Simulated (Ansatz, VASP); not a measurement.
One calculation of NiO2, two programs

```xyz
3
Lattice="2.7840 0.0000 0.0000 -1.3920 2.4110 0.0000 0.0000 0.0000 4.9726" Properties=species:S:1:pos:R:3 pbc="T T T"
Ni    0.0000    0.0000    2.4863
O     1.3920    0.8037    3.1695
O     0.0000    1.6073    1.8031
```

Alike in both runs: task single point; functional PBEsol; k mesh 12 × 12 × 6; occupations gaussian, width 0.05 eV; no spin polarisation.

|  | VASP | Ansatz |
| --- | --- | --- |
| version | VASP 6.6.1 | Ansatz 0.2.0 |
| potentials or method | VASP PAW PBE potentials, release 64 (Ni, O), cutoff 520 eV | scalar-relativistic, plane waves, PAW |
| valence electrons in the cell | 22 | 30 |

Ansatz gave:

| Item | Value |
| --- | --- |
| gap on the k mesh at the Fermi level (eV) | 0.86 |
| least direct gap on the mesh (eV) | 1.38 |
| rms of the force components (eV/Å) | 2.685 |

**Question.** Estimate VASP's values.

**Answer.** gap on the k mesh at the Fermi level (eV): 0.84; least direct gap on the mesh (eV): 1.33; rms of the force components (eV/Å): 2.701.

VASP's potentials were made for PBE, not for PBEsol. Atom by atom the forces differ by 0.015 eV/Å (rms over components). VASP's potentials hold 22 valence electrons a cell and Ansatz's 30, so a difference there can come from the potentials and not from the codes.
